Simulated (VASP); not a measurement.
Write the native input for VASP 6.6.1 that does the following.

| Property | Result |
| --- | --- |
| Task | single point |
| Functional | PBE |
| Potentials or basis | VASP PAW PBE potentials, release 64 (Ti_sv) |
| Cutoff | 520 eV |
| k mesh | 18 × 18 × 6 |
| Occupations | gaussian, width 0.15 eV |
| Spin | no spin polarisation |
| Dipole correction | no |
| Further INCAR settings | ALGO = Normal; EDIFF = 1e-06; NBANDS = 32 |

The structure of Ti lies in POSCAR:

```
Ti
1.0
    2.9382568836      0.0000000000      0.0000000000
   -1.4691284418      2.5446051040      0.0000000000
    0.0000000000      0.0000000000      9.3011146031
Ti
4
Direct
    0.3333333333      0.6666666667      0.1250000000
    0.3333333333      0.6666666667      0.6250000000
    0.6666666667      0.3333333333      0.3750000000
    0.6666666667      0.3333333333      0.8750000000
```

These files were run (other wordings do the same):

INCAR

```
PREC = Accurate
ENCUT = 520
EDIFF = 1E-6
ISMEAR = 0
SIGMA = 0.15
LREAL = False
LASPH = True
NELM = 80
ALGO = Normal
ISIF = 2
LWAVE = False
LCHARG = True
GGA = PE
LELF = True
LVHAR = True
NBANDS = 32
```

KPOINTS

```
Automatic mesh
0
Gamma
  18 18 6
```

Potentials or basis: VASP PAW PBE potentials, release 64 (Ti_sv).

Command:

```console
$ cat potpaw_PBE.64/Ti_sv/POTCAR > POTCAR
$ mpirun -np 1 vasp_std > vasp.out
```

Results of the run:

| Quantity | Value |
| --- | --- |
| Pressure | -0.2 GPa |
| Band gap on the k mesh | zero (bands 24 and 25 overlap by 1.04 eV) |

Wall time 6.7 min on 1 thread of Oxide Virtual Turin-like Processor (shared host), peak memory 0.32 GiB.
